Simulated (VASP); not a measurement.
The system is GaAs.

```xyz
2
Lattice="0.0000 2.8716 2.8716 2.8716 0.0000 2.8716 2.8716 2.8716 0.0000" Properties=species:S:1:pos:R:3 pbc="T T T"
Ga    0.0000    0.0000    0.0000
As    1.4358    1.4358    1.4358
```

Base run:

* Program: VASP 6.6.1
* Functional: PBEsol
* Potentials or basis: VASP PAW PBE potentials, release 64 (Ga_d, As)
* Cutoff: 500 eV
* k mesh: 7 × 7 × 7
* Occupations: gaussian, width 0.01 eV
* Spin: no spin polarisation

Its results: band gap on the k mesh 0.11 eV, direct; pressure -2.7 GPa.

**Question.** The run is repeated on the same cell with these changes: functional from PBEsol to PBE; k mesh from 7 × 7 × 7 to 5 × 5 × 5. What comes out?

**Answer.** Band gap on the k mesh 0.16 eV, direct; pressure 0.2 GPa.

Several settings changed at once, so the effect can't be laid on one alone.

Caveats: the PAW data sets were made with another functional, which shifts forces and pressure a little (some runs).

